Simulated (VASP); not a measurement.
# Ca2O (Fd-3m) in VASP: a series of runs, part 2 of 2

VASP 6.6.1.

## 5. Relaxation of cell and atoms, PBE

The input, INCAR:

```
SYSTEM = Ca2O
PREC = Accurate ; ENCUT = 600
EDIFF = 1E-7 ; ISMEAR = 0
SIGMA = 0.1 ; LREAL = .FALSE.
LASPH = .TRUE. ; NELM = 80
ALGO = Normal ; ISIF = 3
LWAVE = .FALSE. ; LCHARG = .FALSE.
GGA = PE ; IBRION = 2
NSW = 100 ; EDIFFG = -0.01
```

The input, KPOINTS:

```
Automatic mesh
0
G
  8 8 8
  0 0 0
```

The input, POSCAR:

```
Ca2O
1.0
    0.0000000000      4.4262483644      4.4262483644
    4.4262483644      0.0000000000      4.4262483644
    4.4262483644      4.4262483644      0.0000000000
Ca O
4 2
Direct
    0.6250000000      0.6250000000      0.6250000000
    0.1250000000      0.6250000000      0.6250000000
    0.6250000000      0.6250000000      0.1250000000
    0.6250000000      0.1250000000      0.6250000000
    0.0000000000      0.0000000000      0.0000000000
    0.2500000000      0.2500000000      0.2500000000
```

Potentials or basis: VASP PAW PBE potentials, release 64 (Ca_sv, O).

The run is started by

```console
> cat potpaw_PBE.64/Ca_sv/POTCAR potpaw_PBE.64/O/POTCAR > POTCAR
> mpirun -np 1 vasp_std > vasp.out
```

OUTCAR:

```text
SYSTEM = Ca2O
   PREC = Accurate
   ENCUT = 600
   EDIFF = 1E-7
   ISMEAR = 0
   LREAL = .FALSE.
   LASPH = .TRUE.
   NELM = 80
   ISIF = 3
   GGA = PE
   IBRION = 2
   NSW = 100
   EDIFFG = -0.01

 ion  position               nearest neighbor table
   1  0.625  0.625  0.625-   2 3.13   3 3.13   4 3.13   3 3.13   4 3.13   2 3.13
   2  0.125  0.625  0.625-   1 3.13   3 3.13   4 3.13   1 3.13   3 3.13   4 3.13
   3  0.625  0.625  0.125-   1 3.13   1 3.13   2 3.13   4 3.13   4 3.13   2 3.13
   4  0.625  0.125  0.625-   1 3.13   3 3.13   1 3.13   2 3.13   3 3.13   2 3.13
   5  0.000  0.000  0.000-
   6  0.250  0.250  0.250-

  LATTYP: Found a face centered cubic cell.
 ALAT       =     8.8524967288

  Lattice vectors:

 A1 = (   0.0000000000,   4.4262483644,   4.4262483644)
 A2 = (   4.4262483644,   0.0000000000,   4.4262483644)
 A3 = (   4.4262483644,   4.4262483644,   0.0000000000)

Analysis of symmetry for initial positions (statically):
=====================================================================
 Subroutine PRICEL returns:
 Original cell was already a primitive cell.

 Routine SETGRP: Setting up the symmetry group for a
 face centered cubic supercell.

 Subroutine GETGRP returns: Found 48 space group operations
 (whereof 24 operations were pure point group operations)
 out of a pool of 48 trial point group operations.

The static configuration has the point symmetry T_d .
 The point group associated with its full space group is O_h .

Analysis of symmetry for dynamics (positions and initial velocities):
=====================================================================
 Subroutine PRICEL returns:
 Original cell was already a primitive cell.

 Routine SETGRP: Setting up the symmetry group for a
 face centered cubic supercell.

 Subroutine GETGRP returns: Found 48 space group operations
 (whereof 24 operations were pure point group operations)
 out of a pool of 48 trial point group operations.

The dynamic configuration has the point symmetry T_d .
 The point group associated with its full space group is O_h .

 Subroutine INISYM returns: Found 48 space group operations
 (whereof 24 operations are pure point group operations),
 and found     1 'primitive' translations

----------------------------------------------------------------------------------------

                                     Primitive cell

  volume of cell :     173.4352

  direct lattice vectors                    reciprocal lattice vectors
     0.000000000  4.426248364  4.426248364    -0.112962482  0.112962482  0.112962482
     4.426248364  0.000000000  4.426248364     0.112962482 -0.112962482  0.112962482
     4.426248364  4.426248364  0.000000000     0.112962482  0.112962482 -0.112962482

  length of vectors
     6.259660467  6.259660467  6.259660467     0.195656758  0.195656758  0.195656758

  position of ions in fractional coordinates (direct lattice)
     0.625000000  0.625000000  0.625000000
     0.125000000  0.625000000  0.625000000
     0.625000000  0.625000000  0.125000000
     0.625000000  0.125000000  0.625000000
     0.000000000  0.000000000  0.000000000
     0.250000000  0.250000000  0.250000000

[... 38 lines left out ...]
  0.125000  0.000000  0.000000      8.000000
  0.250000  0.000000  0.000000      8.000000
  0.375000  0.000000  0.000000      8.000000
  0.500000  0.000000  0.000000      4.000000
  0.125000  0.125000  0.000000      6.000000
[... 16 lines left out ...]
  0.500000  0.250000  0.125000     48.000000
 -0.375000  0.250000  0.125000     24.000000
 [... further k-points ...]
   k-points           NKPTS =     29   k-points in BZ     NKDIM =     29   number of bands    NBANDS=     31
   number of dos      NEDOS =    301   number of ions     NIONS =      6
   total plane-waves  NPLWV = 125000
   dimension x,y,z NGX =    50 NGY =   50 NGZ =   50
   dimension x,y,z NGXF=   100 NGYF=  100 NGZF=  100
   ions per type =               4   2
   NGX,Y,Z   is equivalent  to a cutoff of  13.28, 13.28, 13.28 a.u.
   NGXF,Y,Z  is equivalent  to a cutoff of  26.56, 26.56, 26.56 a.u.
 SYSTEM =  Ca2O
   PREC   = accura    normal or accurate (medium, high low for compatibility)
   ISTART =      0    job   : 0-new  1-cont  2-samecut
   ICHARG =      2    charge: 1-file 2-atom 10-const
   ISPIN  =      1    spin polarized calculation?
   LNONCOLLINEAR =      F non collinear calculations
   LSORBIT =      F    spin-orbit coupling
   LASPH  =      T    aspherical Exc in radial PAW
   ENCUT  =  600.0 eV  44.10 Ry    6.64 a.u.  12.50 12.50 12.50*2*pi/ulx,y,z
   NELM   =     80;   NELMIN=  2; NELMDL= -5     # of ELM steps
   EDIFF  = 0.1E-06   stopping-criterion for ELM
   LREAL  =      F    real-space projection
   EDIFFG = -.1E-01   stopping-criterion for IOM
   NSW    =    100    number of steps for IOM
   IBRION =      2    ionic relax: 0-MD 1-quasi-New 2-CG
   NFREE  =      1    steps in history (QN), initial steepest desc. (CG)
   ISIF   =      3    stress and relaxation
   ISYM   =      2    0-nonsym 1-usesym 2-fastsym
   POTIM  = 0.5000    time-step for ionic-motion
   TEBEG  =    0.0;   TEEND  =   0.0 temperature during run
   PSTRESS=    0.0 pullay stress
   NELECT =      52.0000    total number of electrons
   NUPDOWN=      -1.0000    fix difference up-down
   EMIN   =  10.00;   EMAX   =-10.00  energy-range for DOS
   EFERMI =   0.00;   METHOD = LEGACY
   ISMEAR =     0;   SIGMA  =   0.10  broadening in eV -4-tet -1-fermi 0-gaus
   EFERMI_NEDOS =   21; number of points for ismear=-14 and -15
   IALGO  =     38    algorithm
   IMIX   =      4    mixing-type and parameters
     AMIX     =   0.40;   BMIX     =  1.00
     AMIX_MAG =   1.60;   BMIX_MAG =  1.00
  volume/ion in A,a.u.               =      28.91       195.07
  Fermi-wavevector in a.u.,A,eV,Ry     =   1.095713  2.070597 16.334979  1.200587
  Thomas-Fermi vector in A             =   2.232042
   LORBIT       =      0    0 simple, 1 ext, 2 COOP (PROOUT), +10 PAW based schemes
   GGA     = PE    functional components
   LHFCALC =     F    Hartree Fock is set to
   AEXX    =    0.0000 exact exchange contribution
   IVDW    =     0    specifies the selected vdW correction
   LEPSILON=     F    determine dielectric tensor
   LRPA    =     F    only Hartree local field effects (RPA)
 conjugate gradient relaxation of ions
 non-spin polarized calculation
 Gauss-broadening in eV      SIGMA  =   0.10
  energy-cutoff  :      600.00
  volume of cell :      173.44
 maximum number of plane-waves:      5825
 NGX is ok and might be reduce to    50
   NGX = 25   NGY = 25   NGZ = 25

 number of electron      52.0000016 magnetization

 Free energy of the ion-electron system (eV)
  ---------------------------------------------------
  ext. energy  EPLUGINS =         0.00000000
  ---------------------------------------------------
  free energy    TOTEN  =       -14.46105144 eV

  energy without entropy =      -14.44134697  energy(sigma->0) =      -14.45119920

 E-fermi :   1.6739     XC(G=0):  -7.9850

 val. band max:        1.6512768287   @ k =   0.1250   0.0000   0.0000
 cond. band min:       1.6898389992   @ k =  -0.1250   0.1250   0.0000
 fundamental gap:      0.0385621705
 Fermi energy:         1.6739055396

 k-point     1 :       0.0000    0.0000    0.0000
  band No.  band energies     occupation
      1     -40.5102      2.00000
      2     -40.3711      2.00000
      3     -40.3711      2.00000
      4     -40.3711      2.00000
      5     -22.0310      2.00000
      6     -21.6943      2.00000
[... 805 lines left out ...]
     30       2.9895      0.00000
     31       3.0489      0.00000

 [... further k-points ...]

------------------------ aborting loop because EDIFF is reached ----------------------------------------

  FORCE on cell =-STRESS in cart. coord.  units (eV):
  Direction    XX          YY          ZZ          XY          YZ          ZX
  --------------------------------------------------------------------------------------
  -------------------------------------------------------------------------------------
  Total       -0.0130065     -0.0130065     -0.0130065     -0.0000000      0.0000000     -0.0000000
  in kB       -0.1201526     -0.1201526     -0.1201526     -0.0000000      0.0000000     -0.0000000
  external PRESSURE =      -0.1201526 kB  Pullay stress =       0.0000000 kB

 VOLUME and BASIS-vectors are now :
 -----------------------------------------------------------------------------
  energy-cutoff  :      600.00
  volume of cell :      173.44
      direct lattice vectors                 reciprocal lattice vectors
     0.000000000  4.426248364  4.426248364    -0.112962482  0.112962482  0.112962482
     4.426248364  0.000000000  4.426248364     0.112962482 -0.112962482  0.112962482
     4.426248364  4.426248364  0.000000000     0.112962482  0.112962482 -0.112962482

 POSITION                                       TOTAL-FORCE (eV/Angst)
 -----------------------------------------------------------------------------------
      5.53281      5.53281      5.53281        -0.000000      0.000000      0.000000
      5.53281      3.31969      3.31969        -0.000000     -0.000000     -0.000000
      3.31969      3.31969      5.53281        -0.000000      0.000000      0.000000
      3.31969      5.53281      3.31969        -0.000000      0.000000     -0.000000
      0.00000      0.00000      0.00000        -0.000000     -0.000000     -0.000000
      2.21312      2.21312      2.21312         0.000000      0.000000      0.000000
 -----------------------------------------------------------------------------------
    total drift:                               -0.000000     -0.000000      0.000000

  FREE ENERGIE OF THE ION-ELECTRON SYSTEM (eV)
  ---------------------------------------------------
  free  energy   TOTEN  =       -14.4610514362 eV

  energy  without entropy=      -14.4413469651  energy(sigma->0) =      -14.45119920

 reached required accuracy - stopping structural energy minimisation
```

It took 3.7 min on 1 thread of Intel Xeon 6975P-C (Granite Rapids), shared host; peak memory 0.43 GiB.

Results:

```yaml
Free_energy: -14.4611 eV
Pressure_after_relaxing: 0.0 GPa
Band_gap_on_the_k_mesh: zero (bands 26 and 27 overlap by 0.15 eV)
```

Final structure:
```cif
data_structure
_symmetry_space_group_name_H-M 'P 1'
_symmetry_Int_Tables_number 1
_cell_length_a 6.2597
_cell_length_b 6.2597
_cell_length_c 6.2597
_cell_angle_alpha 60.000
_cell_angle_beta 60.000
_cell_angle_gamma 60.000
_cell_volume 173.44
loop_
_atom_site_label
_atom_site_type_symbol
_atom_site_fract_x
_atom_site_fract_y
_atom_site_fract_z
_atom_site_occupancy
Ca1 Ca 0.62500 0.62500 0.62500 1
Ca2 Ca 0.12500 0.62500 0.62500 1
Ca3 Ca 0.62500 0.62500 0.12500 1
Ca4 Ca 0.62500 0.12500 0.62500 1
O1 O 0.00000 0.00000 0.00000 1
O2 O 0.25000 0.25000 0.25000 1
```

Caveat: the relaxation stopped at its first step, so nothing moved; semilocal functionals underestimate gaps, so a narrow gap can read as zero.

## 6. Summary

| task | cell | cutoff (eV) | gap on the mesh (eV) | pressure (GPa) |
| --- | --- | --- | --- | --- |
| single point | a = 6.260 Å, angles 60.0°, 6 atoms | 520 | none | 0.0 |
| relaxation of cell and atoms | relaxed from a = 5.673 Å, angles 60.0°, 6 atoms | 600 | none | 0.0 |
| relaxation of cell and atoms | relaxed from a = 6.260 Å, angles 60.0°, 6 atoms | 600 | none | 0.0 |

Alike in all rows: level PBE; potentials or basis VASP PAW PBE potentials, release 64 (Ca_sv, O); no spin polarisation; k mesh 8 × 8 × 8; smearing gaussian 0.1 eV.

Caveats: semilocal functionals underestimate gaps, so a narrow gap can read as zero; the relaxation stopped at its first step, so nothing moved (at least some runs).

Total energies depend on the potentials used, so only differences within one code and one set of settings carry meaning.
